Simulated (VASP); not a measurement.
# BN (I-4m2) in VASP: further runs, part 2 of 4

VASP 6.6.1. Earlier steps stand in the parts before.

**4. Electric field gradients, PBE (equal xx and yy strain of +1 %)**

Contents of INCAR:

```
SYSTEM = BN
  ALGO = Normal
  EDIFF = 1E-8
  ENCUT = 520
  GGA = PE
  GGA_COMPAT = .False.
  ISIF = 2
  ISMEAR = -1
  LASPH = .True.
  LCHARG = .False.
  LEFG = .True.
  LREAL = .False.
  LWAVE = .False.
  NBANDS = 11
  NELM = 120
  PREC = Accurate
  SIGMA = 0.03
```

Contents of KPOINTS:

```
k-points
0
Gamma
  13 13 13
  0 0 0
```

Contents of POSCAR:

```
BN
1.0
    0.0000000000      1.8255750000      1.8075000000
    1.8255750000      0.0000000000      1.8075000000
    1.8255750000      1.8255750000      0.0000000000
B N
1 1
Direct
    0.0000000000      0.0000000000      0.0000000000
    0.7500000000      0.7500000000      0.7500000000
```

Potentials or basis: VASP PAW PBE potentials, release 64 (B, N).

The run is started by

```bash
> cat potpaw_PBE.64/B/POTCAR potpaw_PBE.64/N/POTCAR > POTCAR
> mpirun -np 1 vasp_std > vasp.out
```

OUTCAR:

```text
SYSTEM = BN
   EDIFF = 1E-8
   ENCUT = 520
   GGA = PE
   ISIF = 2
   ISMEAR = -1
   LASPH = .True.
   LREAL = .False.
   NELM = 120
   PREC = Accurate

 ion  position               nearest neighbor table
   1  0.000  0.000  0.000-   2 1.58   2 1.58   2 1.58   2 1.58
   2  0.750  0.750  0.750-   1 1.58   1 1.58   1 1.58   1 1.58

  LATTYP: Found a body centered tetragonal cell.
 ALAT       =     2.5817529241
 C/A-ratio  =     1.4002114479

  Lattice vectors:

 A1 = (   0.0000000000,  -1.8255750000,  -1.8075000000)
[... 549 lines left out ...]
  free  energy   TOTEN  =       -17.4480152337 eV

  energy  without entropy=      -17.4480152337  energy(sigma->0) =      -17.44801523

 Electric field gradients (V/A^2)
---------------------------------------------------------------------
 ion       V_xx      V_yy      V_zz      V_xy      V_xz      V_yz
---------------------------------------------------------------------
   1      -0.180    -0.180     0.359    -0.000    -0.000    -0.000
   2       0.799     0.799    -1.598    -0.000    -0.000    -0.000
---------------------------------------------------------------------

 Electric field gradients after diagonalization (V/A^2)
 (convention: |V_zz| > |V_xx| > |V_yy|)
----------------------------------------------------------------------
 ion       V_xx      V_yy      V_zz     asymmetry (V_yy - V_xx)/ V_zz
----------------------------------------------------------------------
   1      -0.180    -0.180     0.359       0.000
   2       0.799     0.799    -1.598       0.000
----------------------------------------------------------------------

           NMR quadrupolar parameters

 Cq : quadrupolar parameter    Cq=e*Q*V_zz/h
 eta: asymmetry parameters     (V_yy - V_xx)/ V_zz
 Q  : nuclear electric quadrupole moment in mb (millibarn)
----------------------------------------------------------------------
 ion       Cq(MHz)       eta       Q (mb)
----------------------------------------------------------------------
   1       0.001       0.000       1.000
   2      -0.004       0.000       1.000
----------------------------------------------------------------------
```

stdout:

```text
POSCAR found type information on POSCAR B N
 POSCAR found :  2 types and       2 ions
 scaLAPACK will be used
 LDA part: xc-table for (Slater+PW92), standard interpolation
 POSCAR, INCAR and KPOINTS ok, starting setup
 FFT: planning ... GRIDC
 FFT: planning ... GRID_SOFT
 FFT: planning ... GRID
 WAVECAR not read
 entering main loop
ion   1

ion   2
```

Wall time 22 s (1 thread of AMD EPYC 7R13, shared host); peak memory 0.11 GiB.

What came out:

* Free energy: -17.4480 eV
* Pressure: -4.1 GPa
* Band gap on the k mesh: 4.34 eV (least direct gap 8.62 eV)
* Largest electric field gradient by atom: B +0.4; N -1.6 V/Å²

Electric field gradients, principal values (V/Å²):
```tsv
atom	least	middle	greatest (by size)
1 B	-0.180	-0.180	0.359
2 N	0.799	0.799	-1.598
```

Caveat: the cell differs from its parent crystal (equal xx and yy strain of +1 %); the stress differs along the axes, from -6 to -0 GPa; without QUAD_EFG the Cq values of the log hold for a quadrupole moment of 1 mb, not for the nuclei. A k mesh can miss the band edges.

**5. Electric field gradients, PBE (equal xx and yy strain of +1 %)**

Contents of INCAR:

```
ALGO = Normal
EDIFF = 1E-8
ENCUT = 520
GGA = PE
GGA_COMPAT = F
ISIF = 2
ISMEAR = -1
LASPH = T
LCHARG = F
LEFG = T
LREAL = F
LWAVE = F
NBANDS = 11
NELM = 120
PREC = Accurate
SIGMA = 0.03
```

Contents of KPOINTS:

```
k-points
0
Gamma
  13 13 13
```

POSCAR is that of step 4.

Potentials or basis: VASP PAW PBE potentials, release 64 (B, N).

The run is started by

```bash
> cat potpaw_PBE.64/B/POTCAR potpaw_PBE.64/N/POTCAR > POTCAR
> mpirun -np 1 vasp_std > vasp.out
```

OUTCAR:

```text
EDIFF = 1E-8
   ENCUT = 520
   GGA = PE
   ISIF = 2
   ISMEAR = -1
   LASPH = T
   LREAL = F
   NELM = 120
   PREC = Accurate

 ion  position               nearest neighbor table
   1  0.000  0.000  0.000-   2 1.58   2 1.58   2 1.58   2 1.58
   2  0.750  0.750  0.750-   1 1.58   1 1.58   1 1.58   1 1.58

  LATTYP: Found a body centered tetragonal cell.
 ALAT       =     2.5817529241
 C/A-ratio  =     1.4002114479

  Lattice vectors:

 A1 = (   0.0000000000,  -1.8255750000,  -1.8075000000)
 A2 = (   0.0000000000,   1.8255750000,  -1.8075000000)
 A3 = (   1.8255750000,   0.0000000000,   1.8075000000)

Analysis of symmetry for initial positions (statically):
=====================================================================
 Subroutine PRICEL returns:
 Original cell was already a primitive cell.

 Routine SETGRP: Setting up the symmetry group for a
 body centered tetragonal supercell.

 Subroutine GETGRP returns: Found  8 space group operations
 (whereof  8 operations were pure point group operations)
 out of a pool of 16 trial point group operations.

The static configuration has the point symmetry D_2d.

Analysis of symmetry for dynamics (positions and initial velocities):
=====================================================================
 Subroutine PRICEL returns:
 Original cell was already a primitive cell.

 Routine SETGRP: Setting up the symmetry group for a
 body centered tetragonal supercell.

 Subroutine GETGRP returns: Found  8 space group operations
 (whereof  8 operations were pure point group operations)
 out of a pool of 16 trial point group operations.

The dynamic configuration has the point symmetry D_2d.

 Subroutine INISYM returns: Found  8 space group operations
 (whereof  8 operations are pure point group operations),
 and found     1 'primitive' translations

----------------------------------------------------------------------------------------

                                     Primitive cell

  volume of cell :      12.0478

  direct lattice vectors                    reciprocal lattice vectors
     0.000000000  1.825575000  1.807500000    -0.273886310  0.273886310  0.276625173
     1.825575000  0.000000000  1.807500000     0.273886310 -0.273886310  0.276625173
     1.825575000  1.825575000  0.000000000     0.273886310  0.273886310 -0.276625173

  length of vectors
     2.569003762  2.569003762  2.581752924     0.475971541  0.475971541  0.475971541

  position of ions in fractional coordinates (direct lattice)
     0.000000000  0.000000000  0.000000000
     0.750000000  0.750000000  0.750000000

  ion indices of the primitive-cell ions
   primitive index   ion index
                 1           1
                 2           2

----------------------------------------------------------------------------------------

 KPOINTS: k-points

Automatic generation of k-mesh.
[... 79 lines left out ...]
   EMIN   =  10.00;   EMAX   =-10.00  energy-range for DOS
   EFERMI =   0.00;   METHOD = LEGACY
   ISMEAR =    -1;   SIGMA  =   0.03  broadening in eV -4-tet -1-fermi 0-gaus
   EFERMI_NEDOS =   21; number of points for ismear=-14 and -15
   IALGO  =     38    algorithm
   IMIX   =      4    mixing-type and parameters
     AMIX     =   0.40;   BMIX     =  1.00
     AMIX_MAG =   1.60;   BMIX_MAG =  1.00
  volume/ion in A,a.u.               =       6.02        40.65
  Fermi-wavevector in a.u.,A,eV,Ry     =   1.428244  2.698989 27.754248  2.039880
  Thomas-Fermi vector in A             =   2.548326
   LORBIT       =      0    0 simple, 1 ext, 2 COOP (PROOUT), +10 PAW based schemes
   GGA     = PE    functional components
   LHFCALC =     F    Hartree Fock is set to
   AEXX    =    0.0000 exact exchange contribution
   IVDW    =     0    specifies the selected vdW correction
   LEPSILON=     F    determine dielectric tensor
   LRPA    =     F    only Hartree local field effects (RPA)
 non-spin polarized calculation
  energy-cutoff  :      520.00
  volume of cell :       12.05
 maximum number of plane-waves:       331
   NGX =  9   NGY =  9   NGZ =  9

 number of electron       8.0000000 magnetization

 Free energy of the ion-electron system (eV)
  ---------------------------------------------------
  ext. energy  EPLUGINS =         0.00000000
  ---------------------------------------------------
  free energy    TOTEN  =       -17.44801523 eV

  energy without entropy =      -17.44801523  energy(sigma->0) =      -17.44801523

 E-fermi :   7.7292     XC(G=0): -12.7241

 val. band max:        7.2236024754   @ k =   0.0000   0.0000   0.0000
 cond. band min:      11.5619198281   @ k =   0.4615   0.4615   0.0000
 fundamental gap:      4.3383173527
 Fermi energy:         7.7292203639

 k-point     1 :       0.0000    0.0000    0.0000
  band No.  band energies     occupation
      1     -12.8461      2.00000
      2       7.1282      2.00000
      3       7.1282      2.00000
      4       7.2236      2.00000
      5      15.8391      0.00000
      6      15.9095      0.00000
      7      15.9095      0.00000
      8      17.1868      0.00000
      9      31.5409      0.00000
     10      34.4354      0.00000
     11      34.9233      0.00000
[... 309 lines left out ...]
 k-point    24 :       0.4615    0.1538    0.0000
  band No.  band energies     occupation
      1      -8.9296      2.00000
      2      -1.9789      2.00000
      3       4.0305      2.00000
      4       4.3115      2.00000
      5      15.8561      0.00000
      6      19.1407      0.00000
      7      19.4877      0.00000
      8      21.5436      0.00000
      9      27.8027      0.00000
     10      33.0984      0.00000
     11      34.9048      0.00000

 [... further k-points ...]

------------------------ aborting loop because EDIFF is reached ----------------------------------------

  FORCE on cell =-STRESS in cart. coord.  units (eV):
  Direction    XX          YY          ZZ          XY          YZ          ZX
  --------------------------------------------------------------------------------------
  -------------------------------------------------------------------------------------
  Total       -0.4579112     -0.4579112     -0.0123241      0.0000000     -0.0000000      0.0000000
  in kB      -60.8953584    -60.8953584     -1.6389154      0.0000000     -0.0000000      0.0000000
  external PRESSURE =     -41.1432108 kB  Pullay stress =       0.0000000 kB

 VOLUME and BASIS-vectors are now :
 -----------------------------------------------------------------------------
  energy-cutoff  :      520.00
  volume of cell :       12.05
      direct lattice vectors                 reciprocal lattice vectors
     0.000000000  1.825575000  1.807500000    -0.273886310  0.273886310  0.276625173
     1.825575000  0.000000000  1.807500000     0.273886310 -0.273886310  0.276625173
     1.825575000  1.825575000  0.000000000     0.273886310  0.273886310 -0.276625173

 POSITION                                       TOTAL-FORCE (eV/Angst)
 -----------------------------------------------------------------------------------
      0.00000      0.00000      0.00000        -0.000000     -0.000000     -0.000000
      2.73836      2.73836      2.71125         0.000000      0.000000      0.000000
 -----------------------------------------------------------------------------------
    total drift:                               -0.000000     -0.000000      0.000000

  FREE ENERGIE OF THE ION-ELECTRON SYSTEM (eV)
  ---------------------------------------------------
  free  energy   TOTEN  =       -17.4480152337 eV

  energy  without entropy=      -17.4480152337  energy(sigma->0) =      -17.44801523

 Electric field gradients (V/A^2)
---------------------------------------------------------------------
 ion       V_xx      V_yy      V_zz      V_xy      V_xz      V_yz
---------------------------------------------------------------------
   1      -0.180    -0.180     0.359    -0.000    -0.000    -0.000
   2       0.799     0.799    -1.598    -0.000    -0.000    -0.000
---------------------------------------------------------------------

 Electric field gradients after diagonalization (V/A^2)
 (convention: |V_zz| > |V_xx| > |V_yy|)
----------------------------------------------------------------------
 ion       V_xx      V_yy      V_zz     asymmetry (V_yy - V_xx)/ V_zz
----------------------------------------------------------------------
   1      -0.180    -0.180     0.359       0.000
   2       0.799     0.799    -1.598       0.000
----------------------------------------------------------------------

           NMR quadrupolar parameters

 Cq : quadrupolar parameter    Cq=e*Q*V_zz/h
 eta: asymmetry parameters     (V_yy - V_xx)/ V_zz
 Q  : nuclear electric quadrupole moment in mb (millibarn)
----------------------------------------------------------------------
 ion       Cq(MHz)       eta       Q (mb)
----------------------------------------------------------------------
   1       0.001       0.000       1.000
   2      -0.004       0.000       1.000
----------------------------------------------------------------------
```

OSZICAR:

```text
N       E                     dE             d eps       ncg     rms          rms(c)
DAV:   1     0.112821667078E+02    0.11282E+02   -0.49968E+03  4400   0.726E+02
DAV:   2    -0.178379639647E+02   -0.29120E+02   -0.28226E+02  5222   0.165E+02
DAV:   3    -0.183822429264E+02   -0.54428E+00   -0.54343E+00  5083   0.196E+01
DAV:   4    -0.183828698414E+02   -0.62692E-03   -0.62691E-03  4570   0.755E-01
DAV:   5    -0.183828704431E+02   -0.60170E-06   -0.60167E-06  5011   0.227E-02    0.659E+00
DAV:   6    -0.175272062115E+02    0.85566E+00   -0.29687E+00  4522   0.985E+00    0.320E+00
DAV:   7    -0.174614622893E+02    0.65744E-01   -0.95598E-02  4792   0.257E+00    0.190E+00
DAV:   8    -0.174477586947E+02    0.13704E-01   -0.34681E-02  4735   0.135E+00    0.182E-01
DAV:   9    -0.174479196456E+02   -0.16095E-03   -0.99603E-04  4555   0.257E-01    0.816E-02
DAV:  10    -0.174480097400E+02   -0.90094E-04   -0.12492E-04  4727   0.955E-02    0.149E-02
DAV:  11    -0.174480152130E+02   -0.54729E-05   -0.97319E-06  4942   0.255E-02    0.106E-02
DAV:  12    -0.174480152399E+02   -0.26982E-07   -0.16672E-06  4786   0.877E-03    0.628E-04
DAV:  13    -0.174480152337E+02    0.62308E-08   -0.23573E-08  4813   0.150E-03
   1 F= -.17448015E+02 E0= -.17448015E+02  d E =-.268697E-10
```

Wall time 22 s (1 thread of AMD EPYC 7R13, shared host); peak memory 0.11 GiB.

What came out:

| Item | Value |
| --- | --- |
| Free energy | -17.4480 eV |
| Pressure | -4.1 GPa |
| Band gap on the k mesh | 4.34 eV (least direct gap 8.62 eV) |
| Largest electric field gradient by atom | B +0.4; N -1.6 V/Å² |

Electric field gradients, principal values (V/Å²):
| atom | least | middle | greatest (by size) |
| --- | --- | --- | --- |
| 1 B | -0.180 | -0.180 | 0.359 |
| 2 N | 0.799 | 0.799 | -1.598 |

Caveat: the cell differs from its parent crystal (equal xx and yy strain of +1 %); the stress differs along the axes, from -6 to -0 GPa; without QUAD_EFG the Cq values of the log hold for a quadrupole moment of 1 mb, not for the nuclei. A k mesh can miss the band edges.

[end of part 2 of 4]
